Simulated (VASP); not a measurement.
Write the native input for VASP 6.6.1 that does the following.

- Task: single point
- Functional: PBE
- Potentials or basis: VASP PAW PBE potentials, release 64 (I, K_sv)
- Cutoff: 520 eV
- k mesh: 6 × 6 × 6
- Occupations: gaussian, width 0.05 eV
- Spin: no spin polarisation
- Dipole correction: no
- Further INCAR settings: ALGO = Normal; EDIFF = 1e-07; NBANDS = 15

The structure of KI lies in POSCAR:

```
KI
1.0
    4.2911966600      0.0000000000      0.0000000000
    0.0000000000      4.2911966600      0.0000000000
    0.0000000000      0.0000000000      4.2911966600
I K
1 1
Direct
    0.5000000000      0.5000000000      0.5000000000
    0.0000000000      0.0000000000      0.0000000000
```

One way to write it, as run:

INCAR

```
SYSTEM = KI
PREC     = Accurate       ! precision mode
ENCUT    = 520            ! plane-wave cutoff, eV
EDIFF    = 1E-7           ! SCF threshold, eV
ISMEAR   = 0              ! smearing method
SIGMA    = 0.05           ! smearing width, eV
LREAL    = .FALSE.        ! projectors in reciprocal space
LASPH    = .TRUE.         ! aspherical terms in the spheres
NELM     = 80             ! most SCF steps
ALGO     = Normal         ! electronic algorithm
ISIF     = 2              ! what is computed and relaxed
LWAVE    = .FALSE.        ! write WAVECAR
LCHARG   = .FALSE.        ! write CHGCAR
GGA      = PE             ! functional
NBANDS   = 15             ! bands
```

KPOINTS

```
regular mesh
0
G
  6 6 6
  0 0 0
```

Potentials or basis: VASP PAW PBE potentials, release 64 (I, K_sv).

Launch:

```bash
$ cat potpaw_PBE.64/I/POTCAR potpaw_PBE.64/K_sv/POTCAR > POTCAR
$ mpirun -np 1 vasp_std > vasp.out
```

Results of the run:

```
Pressure               : 0.5 GPa
Band gap on the k mesh : 3.33 eV, indirect (least direct gap 3.69 eV)
```

Caveat: spin-orbit coupling is left out, which moves the levels of the heavy elements.

It took 34 s on 1 thread of Intel Xeon 6975P-C, with other jobs on the host, peak memory 0.19 GiB.
